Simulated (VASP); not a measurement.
Runs of VASP 6.6.1 on AlN. The typed cell holds 4 atoms: a = 3.130 Å, b = 3.130 Å, c = 5.017 Å, α = 90.00°, β = 90.00°, γ = 120.00°. 

```tsv
level	potentials or basis	k mesh	cutoff (eV)	smearing	grid for exact exchange (PRECFOCK)	share of exact exchange	screening parameter	gap on the mesh (eV)	pressure (GPa)	largest force (eV/Å)
PBE	VASP PAW PBE potentials, release 64 (Al, N)	10 × 10 × 6	600	fermi-dirac 0.01 eV	-	-	-	4.07	-0.2	0.23
HSE06	VASP PAW PBE potentials, release 64 (Al, N)	7 × 7 × 4	520	fermi-dirac 0.01 eV	Normal	0.25	0.2079 1/Å	5.40	(a)	0.23
LDA	VASP PAW LDA potentials, release 64 (Al, N)	10 × 10 × 6	600	fermi-dirac 0.01 eV	-	-	-	4.09	-7.6	0.22
PBE	VASP PAW PBE potentials, release 64 (Al, N)	10 × 10 × 6	600	gaussian 0.01 eV	-	-	-	4.07	-0.2	0.23
```

Alike in all rows: task single point; no spin polarisation; cell as given.

Fill in the values left out.

(a) -5.3.

Caveats: the cell stands under tension (at least some runs); the PAW data sets were made with another functional, which shifts forces and pressure a little (at least some runs).

A k mesh can miss the band edges.
